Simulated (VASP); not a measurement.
Wanted: the native input for a VASP 6.6.1 run.

```yaml
Task: single point
Functional: r2SCAN
Potentials_or_basis: VASP PAW PBE potentials, release 64 (Se, Ca_sv)
Cutoff: 520 eV
k_mesh: 8 × 8 × 8
Occupations: fermi-dirac, width 0.05 eV
Spin: no spin polarisation
Dipole_correction: no
Further_INCAR_settings: ALGO = Normal; EDIFF = 1e-06; NBANDS = 15
```

The system is CaSe.

```xyz
2
Lattice="0.0000 2.9560 2.9560 2.9560 0.0000 2.9560 2.9560 2.9560 0.0000" Properties=species:S:1:pos:R:3 pbc="T T T"
Se    2.9560    2.9560    2.9560
Ca    0.0000    0.0000    0.0000
```

These files were run (other wordings do the same):

POSCAR

```
CaSe
1.0
    0.0000000000      2.9560000000      2.9560000000
    2.9560000000      0.0000000000      2.9560000000
    2.9560000000      2.9560000000      0.0000000000
Se Ca
1 1
Direct
    0.5000000000      0.5000000000      0.5000000000
    0.0000000000      0.0000000000      0.0000000000
```

INCAR.step1

```
SYSTEM = CaSe
ALGO = Normal
EDIFF = 1E-4
ENCUT = 520
GGA = PE
ISMEAR = -1
LASPH = .TRUE.
LCHARG = .FALSE.
LREAL = .FALSE.
LWAVE = .TRUE.
NBANDS = 15
NELM = 60
PREC = Accurate
SIGMA = 0.05
```

INCAR.step2

```
SYSTEM = CaSe
ALGO = Normal
EDIFF = 1E-6
ENCUT = 520
ISIF = 2
ISMEAR = -1
ISTART = 1
LASPH = .TRUE.
LCHARG = .TRUE.
LELF = .TRUE.
LMIXTAU = .TRUE.
LREAL = .FALSE.
LVHAR = .TRUE.
LWAVE = .FALSE.
METAGGA = R2SCAN
NBANDS = 15
NELM = 60
PREC = Accurate
SIGMA = 0.05
```

KPOINTS

```
k-points
0
G
  8 8 8
  0 0 0
```

Potentials or basis: VASP PAW PBE potentials, release 64 (Se, Ca_sv).

Launch:

```console
$ cat potpaw_PBE.64/Se/POTCAR potpaw_PBE.64/Ca_sv/POTCAR > POTCAR
$ cp INCAR.step1 INCAR
$ mpirun -np 1 vasp_std > vasp.out
$ cp INCAR.step2 INCAR
$ mpirun -np 1 vasp_std > vasp.out
```

It gave:

```json
{"Pressure": "0.9 GPa", "Band gap on the k mesh": "2.49 eV, indirect (least direct gap 3.44 eV)"}
```

Caveat: the PAW data sets were made with another functional, which shifts forces and pressure a little.

Wall time 28 s on 1 thread of Intel(R) Xeon(R) 6975P-C (Granite Rapids), with other jobs on the host, peak memory 0.19 GiB.
